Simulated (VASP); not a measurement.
A run of VASP 6.6.1 is set up as follows.

File INCAR:

```
  PREC = Accurate
  ENCUT = 520
  EDIFF = 1E-6
  ISMEAR = 0
  SIGMA = 0.15
  LREAL = False
  LASPH = True
  NELM = 100
  ALGO = Normal
  ISIF = 2
  LWAVE = False
  LCHARG = False
  GGA = PE
  NBANDS = 15
```

File KPOINTS:

```
Automatic mesh
0
Gamma
  20 20 20
```

POSCAR

```
TiC
1.0
    0.0000000000      2.3508543472      1.8336663908
    2.3508543472      0.0000000000      1.8336663908
    2.3508543472      2.3508543472      0.0000000000
Ti C
1 1
Direct
    0.0000000000      0.0000000000      0.0000000000
    0.5000000000      0.5000000000      0.5000000000
```

Potentials or basis: VASP PAW PBE potentials, release 64 (Ti_sv, C).

The run is started by

```console
$ cat potpaw_PBE.64/Ti_sv/POTCAR potpaw_PBE.64/C/POTCAR > POTCAR
$ mpirun -np 1 vasp_std > vasp.out
```

(1) Estimate the pressure.

(2) What does it give for the band gap on the k mesh?

Answers

(1) 31.2 GPa.

(2) zero (band 8 reaches 10.34 eV, above the bottom of band 9 at 7.86 eV).
